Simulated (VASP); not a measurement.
Set up this calculation in VASP 6.6.1, as the native input.

- Task: relaxation of cell and atoms
- Functional: PBE
- Potentials or basis: VASP PAW PBE potentials, release 64 (Sb, Bi_d, Se)
- Cutoff: 600 eV
- k mesh: 6 × 6 × 2
- Occupations: gaussian, width 0.1 eV
- Spin: no spin polarisation
- Dipole correction: no
- Further INCAR settings: ALGO = Normal; EDIFF = 1e-07; IBRION = 2; EDIFFG = -0.04; NSW = 90; ISIF = 3

The structure of BiSb2Se lies in POSCAR:

```
BiSb2Se
1.0
    3.9573750100      0.0000000000      0.0000000000
   -1.9786875000      3.4271872900      0.0000000000
    0.0000000000      0.0000000000      8.8243717800
Sb Bi Se
2 1 1
Direct
    0.0000000000      0.0000000000      0.1785369600
    0.0000000000      0.0000000000      0.8214630400
    0.0000000000      0.0000000000      0.5000000000
    0.0000000000      0.0000000000      0.0000000000
```

The cell was generated, and may not be a known phase.

These files were run (other wordings do the same):

INCAR

```
PREC     = Accurate       # precision mode
ENCUT    = 600            # plane-wave cutoff, eV
EDIFF    = 1E-7           # SCF threshold, eV
ISMEAR   = 0              # smearing method
SIGMA    = 0.1            # smearing width, eV
LREAL    = F              # projectors in reciprocal space
LASPH    = T              # aspherical terms in the spheres
NELM     = 100            # most SCF steps
ALGO     = Normal         # electronic algorithm
ISIF     = 3              # what is computed and relaxed
LWAVE    = F              # write WAVECAR
LCHARG   = F              # write CHGCAR
GGA      = PE             # functional
IBRION   = 2              # ionic algorithm
NSW      = 90             # ionic steps
EDIFFG   = -0.04          # ionic threshold
```

KPOINTS

```
Automatic mesh
0
Gamma
  6 6 2
```

Potentials or basis: VASP PAW PBE potentials, release 64 (Sb, Bi_d, Se).

Launch:

```console
$ cat potpaw_PBE.64/Sb/POTCAR potpaw_PBE.64/Bi_d/POTCAR potpaw_PBE.64/Se/POTCAR > POTCAR
$ mpirun -np 1 vasp_std > vasp.out
```

Results of the run:

The relaxed volume is 28.70 Å³/atom and the relaxed cell is a = 3.336 Å, b = 3.336 Å, c = 11.914 Å, α = 90.00°, β = 90.00°, γ = 120.00°. The space group after relaxing (to 0.1 Å) is P6/mmm (No. 191), the pressure after relaxing is -0.1 GPa and the largest force after relaxing is 0.014 eV/Å.

Caveat: the highest band is partly filled, so the run has too few bands; a cell axis changed by over 15 % at a fixed basis, so the end point is rough.

It took 25 min on 1 thread of AMD EPYC 9R45 96-Core Processor (Zen 5), on a shared host, peak memory 0.28 GiB.
